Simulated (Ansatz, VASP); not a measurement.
Ti in VASP and in Ansatz

INCAR

```
SYSTEM = Ti
  PREC = Accurate
  ENCUT = 520
  EDIFF = 1E-7
  ISMEAR = 0
  SIGMA = 0.15
  LREAL = .FALSE.
  LASPH = .TRUE.
  NELM = 100
  ALGO = Fast
  ISIF = 2
  LWAVE = .FALSE.
  LCHARG = .TRUE.
  GGA = PS
  LELF = .TRUE.
  LVHAR = .TRUE.
  NBANDS = 12
```

The input KPOINTS:

```
Automatic mesh
0
G
  20 20 20
  0 0 0
```

The input POSCAR:

```
Ti
1.0
    0.0000000000      2.1251055000      2.1251055000
    2.0300000000      0.0951055000      2.0300000000
    2.0300000000      2.0300000000      0.0951055000
Ti
1
Direct
    0.0000000000      0.0000000000      0.0000000000
```

Input for Ansatz:

```yaml
crystal:
  lattice:
    - [0.0, 2.1251055, 2.1251055]
    - [2.03, 0.0951055, 2.03]
    - [2.03, 2.03, 0.0951055]
  atoms:
    - { symbol: Ti, position: [0.0, 0.0, 0.0] }
basis:
  ecutwfc: 420
kpoints:
  mp_grid: { grid: [20, 20, 20] }
hamiltonian:
  xc: pbesol
scf:
  occupations: { method: gaussian, width: 0.15 }
output:
  forces: true
  stress: true
  eigenvalues: true
```

Change from the starting cell: strain +0.0937 x Voigt [0, 0, 0, 1, 0, 0], atoms carried along.

Alike in both runs: task single point; functional PBEsol; k mesh 20 × 20 × 20; occupations gaussian, width 0.15 eV; no spin polarisation.

|  | VASP | Ansatz |
| --- | --- | --- |
| version | VASP 6.6.1 | Ansatz 0.2.0 |
| potentials or method | VASP PAW PBE potentials, release 64 (Ti_sv), cutoff 520 eV | scalar-relativistic, plane waves, PAW |
| valence electrons in the cell | 12 | 12 |

```csv
,VASP,Ansatz,Ansatz less VASP
gap on the k mesh at the Fermi level (eV),none,none,-
pressure (GPa),-0.2,0.1,+0.28
"traceless stress, the component that is largest in VASP (GPa)",-5.25,-5.29,-0.042
```

VASP's potentials were made for PBE, not for PBEsol. A gap of «none» marks a metal or a gap that the smearing closes.
